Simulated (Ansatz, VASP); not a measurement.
# PtSe2: VASP beside Ansatz

```
Pt Se
1.0
     3.45845    0.00000    0.00000
    -1.72922    3.23795    0.00000
     0.00000    0.00000    4.62967
Pt Se
1 2
Direct
  0.00000 0.00000 0.00000
  0.33333 0.66667 0.27215
  0.66667 0.33333 0.72785
```

Change from the starting cell: normal strain along x -0.0750, normal strain along y +0.0000.

Alike in both runs: task single point; functional PBEsol; dispersion D3(BJ); k mesh 12 × 12 × 8; occupations gaussian, width 0.15 eV; no spin polarisation.

|  | VASP | Ansatz |
| --- | --- | --- |
| version | VASP 6.6.1 | Ansatz 0.2.0 |
| potentials or method | VASP PAW PBE potentials, release 64 (Pt, Se), cutoff 520 eV | scalar-relativistic, plane waves, PAW |
| valence electrons in the cell | 22 | 50 |

|  | VASP | Ansatz | Ansatz less VASP |
| --- | --- | --- | --- |
| gap on the k mesh at the Fermi level (eV) | none | none | - |
| pressure (GPa) | 16.4 | 16.1 | -0.31 |
| traceless stress, the component that is largest in VASP (GPa) | 10.37 | 10.31 | -0.060 |
| rms of the force components (eV/Å) | 0.566 | 0.552 | -0.0141 |

VASP's potentials were made for PBE, not for PBEsol, and Ansatz warns of the same on its side. Atom by atom the forces differ by 0.014 eV/Å (rms over components). A gap of «none» marks a metal or a gap that the smearing closes. VASP's potentials hold 22 valence electrons a cell and Ansatz's 50, so a difference there can come from the potentials and not from the codes.

Neither program's run includes spin-orbit coupling.
